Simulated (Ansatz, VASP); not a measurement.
# HfO2 in VASP and in Ansatz

```
Hf O
1.0
     0.00000    2.52177    2.52177
     2.52177    0.00000    2.52177
     2.52177    2.52177    0.00000
Hf O
1 2
Direct
  0.00000 0.00000 0.00000
  0.25000 0.25000 0.25000
  0.75000 0.75000 0.75000
```

Alike in both runs: functional PBEsol; k mesh 11 × 11 × 11; occupations fermi-dirac, width 0.1 eV; no spin polarisation.

Ansatz relaxed the structure, and its values are those at the end. VASP's run is a single point on that final structure, the one shown.

|  | VASP | Ansatz |
| --- | --- | --- |
| version | VASP 6.6.1 | Ansatz 0.2.0 |
| potentials or method | VASP PAW PBE potentials, release 64 (Hf_pv, O) | PAW with Ansatz's default frozen-core files, scalar-relativistic |
| plane-wave cutoff (eV) | 520 | 420 |
| valence electrons in the cell | 22 | 38 |

VASP gave:

| Item | Value |
| --- | --- |
| pressure (GPa) | -3.7 |

Which values does Ansatz return?

Pressure (GPa): 0.0.

VASP's potentials were made for PBE, not for PBEsol. With one functional, cell and mesh, what is left measures potentials, basis and numerics. VASP's potentials hold 22 valence electrons a cell and Ansatz's 38, so a difference there can come from the potentials and not from the codes.

Neither program's run includes spin-orbit coupling.
